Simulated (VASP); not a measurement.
# Ti4Al12H (a cell with a defect) in VASP: single point with PBE

Aim: the single point of Ti4Al12H (a cell with a defect) with PBE.

Everything below comes from runs of VASP 6.6.1. Logs are shortened: lines on timing, memory, paths and dates and some standing lists are left out, and cuts for length are marked.

## 1. The cell of the first run

The cell holds a defect, 17 atoms: a = 6.893 Å, b = 6.893 Å, c = 6.893 Å, α = 109.47°, β = 109.47°, γ = 109.47°.

## 2. Single point, PBE

The input, INCAR:

```
SYSTEM = Ti4Al12H
PREC = Accurate
ENCUT = 520
EDIFF = 1E-7
ISMEAR = 0
SIGMA = 0.1
LREAL = Auto
LASPH = .TRUE.
NELM = 100
ALGO = Normal
ISIF = 2
LWAVE = .FALSE.
LCHARG = .TRUE.
GGA = PE
LELF = .TRUE.
LVHAR = .TRUE.
NBANDS = 56
```

The input, KPOINTS:

```
Automatic mesh
0
Gamma
  4 4 4
  0.5 0.5 0.5
```

The input, POSCAR:

```
Ti4Al12H
1.0
   -3.9797267063      3.9797267063      3.9797267063
    3.9797267063     -3.9797267063      3.9797267063
    3.9797267063      3.9797267063     -3.9797267063
Ti Al H
4 12 1
Direct
    0.4986986913      0.4812123146      0.0067117674
    0.0236572777      0.0072007457      0.0064312205
   -0.0265701662      0.4822690455      0.4813182264
    0.4984941546      0.0064495635      0.4822931678
    0.2522395567      0.2503418133      0.4971835118
    0.7461965907      0.7450842027      0.4977213628
    0.7535938323      0.2522834039     -0.0045627505
    0.2406300911      0.7381555862     -0.0054567817
    0.2539694493      0.4958458572      0.2505360477
    0.7550254632     -0.0035018736      0.2547987776
    0.7465116877      0.4985460426      0.7467461259
    0.2416993857     -0.0068102666      0.7382452909
    0.5007666725      0.2471340553      0.2498298434
   -0.0032421824      0.7530441714      0.2521155532
   -0.0032239651      0.2527791666      0.7519238684
    0.5002214089      0.8030967290      0.8041099895
    0.5213090378      0.6637298727      0.6568719897
```

Potentials or basis: VASP PAW PBE potentials, release 64 (Ti_sv, Al, H).

The run is started by

```
> cat potpaw_PBE.64/Ti_sv/POTCAR potpaw_PBE.64/Al/POTCAR potpaw_PBE.64/H/POTCAR > POTCAR
> mpirun -np 1 vasp_std > vasp.out
```

OUTCAR:

```text
SYSTEM = Ti4Al12H
   PREC = Accurate
   ENCUT = 520
   EDIFF = 1E-7
   ISMEAR = 0
   LREAL = Auto
   LASPH = .TRUE.
   NELM = 100
   ISIF = 2
   GGA = PE

 ion  position               nearest neighbor table
   1  0.499  0.481  0.007-  13 2.69   7 2.73  12 2.75   9 2.75   6 2.77  14 2.81  15 2.83  11 2.86
                             5 2.87   8 2.90  10 2.90  16 2.99
   2  0.024  0.007  0.006-  13 2.69   8 2.74  12 2.74   9 2.75   5 2.76  14 2.82  15 2.82  11 2.87
                             6 2.87   7 2.90  10 2.91  16 2.98
   3  0.973  0.482  0.481-  13 2.66   7 2.74  10 2.74   6 2.76  11 2.77  14 2.82  15 2.82  12 2.88
                             5 2.88   9 2.88   8 2.89  16 3.00
   4  0.498  0.006  0.482-  13 2.66  10 2.73   8 2.75   5 2.76  11 2.77  15 2.81  14 2.83   6 2.87
                             9 2.88  12 2.89   7 2.89  16 2.99
   5  0.252  0.250  0.497-   4 2.76   2 2.76   9 2.77  11 2.78  13 2.79  10 2.80  14 2.80  12 2.80
                            15 2.87   1 2.87   3 2.88  16 3.13
   6  0.746  0.745  0.498-   3 2.76   1 2.77   9 2.77  10 2.78  11 2.79  12 2.79  14 2.79  13 2.80
                            15 2.86   2 2.87   4 2.87  16 3.13
   7  0.754  0.252  0.995-  16 2.55   1 2.73   3 2.74  15 2.74  11 2.79   9 2.82  14 2.82  13 2.85
                            12 2.88   4 2.89  10 2.90   2 2.90
   8  0.241  0.738  0.995-  16 2.56  15 2.73   2 2.74   4 2.75  11 2.78   9 2.81  14 2.82  13 2.86
                            12 2.88   3 2.89  10 2.90   1 2.90
   9  0.254  0.496  0.251-   1 2.75   2 2.75   5 2.77   6 2.77  13 2.79   8 2.81  15 2.81   7 2.82
                             4 2.88   3 2.88  14 2.90  16 3.13
  10  0.755  0.996  0.255-  16 2.56   4 2.73  14 2.73   3 2.74   6 2.78  15 2.80   5 2.80  13 2.84
                             8 2.90   7 2.90   1 2.90   2 2.91
  11  0.747  0.499  0.747-   4 2.77   3 2.77   8 2.78   5 2.78   7 2.79   6 2.79  15 2.79  13 2.80
                            14 2.84   1 2.86   2 2.87  16 3.12
  12  0.242  0.993  0.738-  16 2.55  14 2.74   2 2.74   1 2.75   6 2.79   5 2.80  15 2.84   3 2.88
                             8 2.88  13 2.88   7 2.88   4 2.89
  13  0.501  0.247  0.250-   3 2.66   4 2.66   2 2.69   1 2.69   9 2.79   5 2.79  11 2.80   6 2.80
                            10 2.84   7 2.85   8 2.86  12 2.88
  14  0.997  0.753  0.252-  10 2.73  12 2.74   6 2.79   5 2.80   1 2.81   3 2.82   2 2.82   7 2.82
                             8 2.82   4 2.83  11 2.84   9 2.90
  15  0.997  0.253  0.752-   8 2.73   7 2.74  11 2.79  10 2.80   9 2.81   4 2.81   3 2.82   2 2.82
                             1 2.83  12 2.84   6 2.86   5 2.87
  16  0.500  0.803  0.804-  17 1.23  12 2.55   7 2.55   8 2.56  10 2.56   2 2.98   1 2.99   4 2.99
                             3 3.00  11 3.12   6 3.13   5 3.13   9 3.13
  17  0.521  0.664  0.657-  16 1.23

  LATTYP: Found a body centered cubic cell.
 ALAT       =     7.9594534126

  Lattice vectors:

 A1 = (  -3.9797267063,   3.9797267063,   3.9797267063)
 A2 = (   3.9797267063,  -3.9797267063,   3.9797267063)
 A3 = (   3.9797267063,   3.9797267063,  -3.9797267063)

Analysis of symmetry for initial positions (statically):
=====================================================================
 Subroutine PRICEL returns:
 Original cell was already a primitive cell.

 Routine SETGRP: Setting up the symmetry group for a
 body centered cubic supercell.

 Subroutine GETGRP returns: Found  1 space group operations
 (whereof  1 operations were pure point group operations)
 out of a pool of 48 trial point group operations.

The static configuration has the point symmetry C_1 .

Analysis of symmetry for dynamics (positions and initial velocities):
=====================================================================
 Subroutine PRICEL returns:
 Original cell was already a primitive cell.

 Routine SETGRP: Setting up the symmetry group for a
 body centered cubic supercell.

 Subroutine GETGRP returns: Found  1 space group operations
 (whereof  1 operations were pure point group operations)
 out of a pool of 48 trial point group operations.

The dynamic configuration has the point symmetry C_1 .

 Subroutine INISYM returns: Found  1 space group operations
 (whereof  1 operations are pure point group operations),
 and found     1 'primitive' translations

----------------------------------------------------------------------------------------

                                     Primitive cell

  volume of cell :     252.1272

  direct lattice vectors                    reciprocal lattice vectors
    -3.979726706  3.979726706  3.979726706     0.000000000  0.125636768  0.125636768
     3.979726706 -3.979726706  3.979726706     0.125636768  0.000000000  0.125636768
     3.979726706  3.979726706 -3.979726706     0.125636768  0.125636768  0.000000000

  length of vectors
     6.893088856  6.893088856  6.893088856     0.177677221  0.177677221  0.177677221

  position of ions in fractional coordinates (direct lattice)
     0.498698691  0.481212315  0.006711767
     0.023657278  0.007200746  0.006431220
     0.973429834  0.482269045  0.481318226
     0.498494155  0.006449563  0.482293168
     0.252239557  0.250341813  0.497183512
     0.746196591  0.745084203  0.497721363
[... 9 lines left out ...]
     0.500221409  0.803096729  0.804109989
     0.521309038  0.663729873  0.656871990

  ion indices of the primitive-cell ions
   primitive index   ion index
                 1           1
                 2           2
                 3           3
                 4           4
                 5           5
                 6           6
[... 9 lines left out ...]
                16          16
                17          17

----------------------------------------------------------------------------------------

 KPOINTS: Automatic mesh

Automatic generation of k-mesh.
 Grid dimensions read from file:
 generate k-points for:    4    4    4

 Generating k-lattice:

  Cartesian coordinates                     Fractional coordinates (reciprocal lattice)
     0.000000000  0.031409192  0.031409192     0.250000000  0.000000000  0.000000000
     0.031409192  0.000000000  0.031409192     0.000000000  0.250000000  0.000000000
     0.031409192  0.031409192  0.000000000     0.000000000  0.000000000  0.250000000

  Length of vectors
     0.044419305  0.044419305  0.044419305

  Shift w.r.t. Gamma in fractional coordinates (k-lattice)
     0.500000000  0.500000000  0.500000000

 Subroutine IBZKPT returns following result:
 ===========================================

 Found     32 irreducible k-points:

 Following reciprocal coordinates:
            Coordinates               Weight
  0.125000  0.125000  0.125000      2.000000
  0.375000 -0.125000 -0.125000      2.000000
  0.125000  0.125000 -0.375000      2.000000
 -0.125000  0.375000 -0.125000      2.000000
  0.375000  0.125000  0.125000      2.000000
  0.125000  0.375000  0.125000      2.000000
[... 16 lines left out ...]
  0.375000  0.125000 -0.125000      2.000000
 -0.125000  0.125000  0.375000      2.000000
 [... further k-points ...]
   k-points           NKPTS =     32   k-points in BZ     NKDIM =     32   number of bands    NBANDS=     56
   number of dos      NEDOS =    301   number of ions     NIONS =     17
   total plane-waves  NPLWV = 157464
   dimension x,y,z NGX =    54 NGY =   54 NGZ =   54
   dimension x,y,z NGXF=   108 NGYF=  108 NGZF=  108
   ions per type =               4  12   1
   NGX,Y,Z   is equivalent  to a cutoff of  13.02, 13.02, 13.02 a.u.
   NGXF,Y,Z  is equivalent  to a cutoff of  26.05, 26.05, 26.05 a.u.
 SYSTEM =  Ti4Al12H
   PREC   = accura    normal or accurate (medium, high low for compatibility)
   ISTART =      0    job   : 0-new  1-cont  2-samecut
   ICHARG =      2    charge: 1-file 2-atom 10-const
   ISPIN  =      1    spin polarized calculation?
   LNONCOLLINEAR =      F non collinear calculations
   LSORBIT =      F    spin-orbit coupling
   LASPH  =      T    aspherical Exc in radial PAW
   ENCUT  =  520.0 eV  38.22 Ry    6.18 a.u.  12.82 12.82 12.82*2*pi/ulx,y,z
   NELM   =    100;   NELMIN=  2; NELMDL= -5     # of ELM steps
   EDIFF  = 0.1E-06   stopping-criterion for ELM
   LREAL  =      T    real-space projection
   EDIFFG = 0.1E-05   stopping-criterion for IOM
   NSW    =      0    number of steps for IOM
   IBRION =     -1    ionic relax: 0-MD 1-quasi-New 2-CG
   NFREE  =      0    steps in history (QN), initial steepest desc. (CG)
   ISIF   =      2    stress and relaxation
   ISYM   =      2    0-nonsym 1-usesym 2-fastsym
   POTIM  = 0.5000    time-step for ionic-motion
   TEBEG  =    0.0;   TEEND  =   0.0 temperature during run
   PSTRESS=    0.0 pullay stress
   NELECT =      85.0000    total number of electrons
   NUPDOWN=      -1.0000    fix difference up-down
   EMIN   =  10.00;   EMAX   =-10.00  energy-range for DOS
   EFERMI =   0.00;   METHOD = LEGACY
   ISMEAR =     0;   SIGMA  =   0.10  broadening in eV -4-tet -1-fermi 0-gaus
   EFERMI_NEDOS =   21; number of points for ismear=-14 and -15
   IALGO  =     38    algorithm
   IMIX   =      4    mixing-type and parameters
     AMIX     =   0.40;   BMIX     =  1.00
     AMIX_MAG =   1.60;   BMIX_MAG =  1.00
  volume/ion in A,a.u.               =      14.83       100.08
  Fermi-wavevector in a.u.,A,eV,Ry     =   1.139396  2.153146 17.663389  1.298222
  Thomas-Fermi vector in A             =   2.276099
   LORBIT       =      0    0 simple, 1 ext, 2 COOP (PROOUT), +10 PAW based schemes
   GGA     = PE    functional components
   LHFCALC =     F    Hartree Fock is set to
   AEXX    =    0.0000 exact exchange contribution
   IVDW    =     0    specifies the selected vdW correction
   LEPSILON=     F    determine dielectric tensor
   LRPA    =     F    only Hartree local field effects (RPA)
 non-spin polarized calculation
 Gauss-broadening in eV      SIGMA  =   0.10
  energy-cutoff  :      520.00
  volume of cell :      252.13
 maximum number of plane-waves:      6798
 NGX is ok and might be reduce to    54
   NGX = 25   NGY = 25   NGZ = 25

 number of electron      84.9999998 magnetization

 Free energy of the ion-electron system (eV)
  ---------------------------------------------------
  ext. energy  EPLUGINS =         0.00000000
  ---------------------------------------------------
  free energy    TOTEN  =       -81.61517863 eV

  energy without entropy =      -81.57219887  energy(sigma->0) =      -81.59368875

 E-fermi :   8.8943     XC(G=0): -10.7876

 val. band max:        8.8855976499   @ k =   0.1250  -0.3750   0.3750
 cond. band min:       8.9043011017   @ k =  -0.3750   0.1250   0.3750
 fundamental gap:      0.0187034518
 Fermi energy:         8.8942622331

 k-point     1 :       0.1250    0.1250    0.1250
  band No.  band energies     occupation
      1     -48.0452      2.00000
      2     -48.0397      2.00000
      3     -48.0384      2.00000
      4     -48.0370      2.00000
      5     -24.3669      2.00000
      6     -24.3632      2.00000
[... 46 lines left out ...]
     53      10.3610      0.00000
     54      11.0577      0.00000

 k-point     2 :       0.3750   -0.1250   -0.1250
  band No.  band energies     occupation
      1     -48.0452      2.00000
      2     -48.0397      2.00000
      3     -48.0384      2.00000
      4     -48.0370      2.00000
      5     -24.3670      2.00000
      6     -24.3630      2.00000
[... 46 lines left out ...]
     53      10.3824      0.00000
     54      11.0429      0.00000
[... 1195 lines left out ...]
     53      10.3193      0.00000
     54      10.9333      0.00000

 k-point    24 :      -0.1250    0.1250    0.3750
  band No.  band energies     occupation
      1     -48.0452      2.00000
      2     -48.0397      2.00000
      3     -48.0384      2.00000
      4     -48.0370      2.00000
      5     -24.3669      2.00000
      6     -24.3643      2.00000
[... 46 lines left out ...]
     53      10.4112      0.00000
     54      10.8416      0.00000

 [... further k-points ...]

 [bands above 54 left out]

------------------------ aborting loop because EDIFF is reached ----------------------------------------

  FORCE on cell =-STRESS in cart. coord.  units (eV):
  Direction    XX          YY          ZZ          XY          YZ          ZX
  --------------------------------------------------------------------------------------
  -------------------------------------------------------------------------------------
  Total       13.1461494      6.5137364      6.6125620     -0.5412479     -0.0025358     -1.0490321
  in kB       83.5390260     41.3924395     42.0204403     -3.4394347     -0.0161143     -6.6662194
  external PRESSURE =      55.6506353 kB  Pullay stress =       0.0000000 kB

 VOLUME and BASIS-vectors are now :
 -----------------------------------------------------------------------------
  energy-cutoff  :      520.00
  volume of cell :      252.13
      direct lattice vectors                 reciprocal lattice vectors
    -3.979726706  3.979726706  3.979726706     0.000000000  0.125636768  0.125636768
     3.979726706 -3.979726706  3.979726706     0.125636768  0.000000000  0.125636768
     3.979726706  3.979726706 -3.979726706     0.125636768  0.125636768  0.000000000

 POSITION                                       TOTAL-FORCE (eV/Angst)
 -----------------------------------------------------------------------------------
     -0.04288      0.09630      3.87307         0.447370     -0.498914      0.409466
     -0.03990      0.09109      0.09721         0.425531     -0.372492     -0.405003
     -0.03917      3.87020      3.87777         0.433746      0.572319      0.526312
     -0.03881      3.87760      0.09014         0.412864      0.419849     -0.512041
      1.97110      1.98621      0.02148         0.458871     -0.015807     -0.269083
      1.97637      1.98522      3.95410         0.397748     -0.005982      0.216981
[... 9 lines left out ...]
      4.40550      1.99478      1.98671         7.775477     -0.459163     -1.046643
      3.18097      2.04737      2.10196       -10.519167      0.445863      0.973200
 -----------------------------------------------------------------------------------
    total drift:                               -0.010871     -0.018699      0.011049

  FREE ENERGIE OF THE ION-ELECTRON SYSTEM (eV)
  ---------------------------------------------------
  free  energy   TOTEN  =       -81.6151786330 eV

  energy  without entropy=      -81.5721988746  energy(sigma->0) =      -81.59368875
```

It took 33 min on 1 thread of Oxide Virtual Turin-like, shared host; peak memory 0.52 GiB.

What came out:

- Free energy: -81.6152 eV
- Pressure: 5.6 GPa
- Largest force: 10.573 eV/Å

Forces on the atoms (eV/Å):
```
Ti    0.447  -0.499   0.409
Ti    0.426  -0.372  -0.405
Ti    0.434   0.572   0.526
Ti    0.413   0.420  -0.512
Al    0.459  -0.016  -0.269
Al    0.398  -0.006   0.217
Al    0.043   0.089   0.282
Al    0.089   0.075  -0.243
Al    0.511  -0.345  -0.059
Al   -0.020   0.204   0.065
Al    0.364   0.177  -0.031
Al    0.158  -0.297   0.065
Al   -0.282  -0.168  -0.024
Al   -0.357   0.069   0.044
Al   -0.338   0.110   0.007
Al    7.775  -0.459  -1.047
H   -10.519   0.446   0.973
```

Stress tensor (GPa, compression positive):
```
 8.35 -0.34 -0.67
-0.34  4.14  0.00
-0.67  0.00  4.20
```

Levels at points of the mesh, in eV from the Fermi level:
```tsv
k point	band 39	band 40	band 41	band 42	band 43	band 44	band 45	band 46
(0.12, 0.12, 0.12)	-1.15	-1.13	-0.62	-0.11	0.05	0.13	0.15	0.40
```
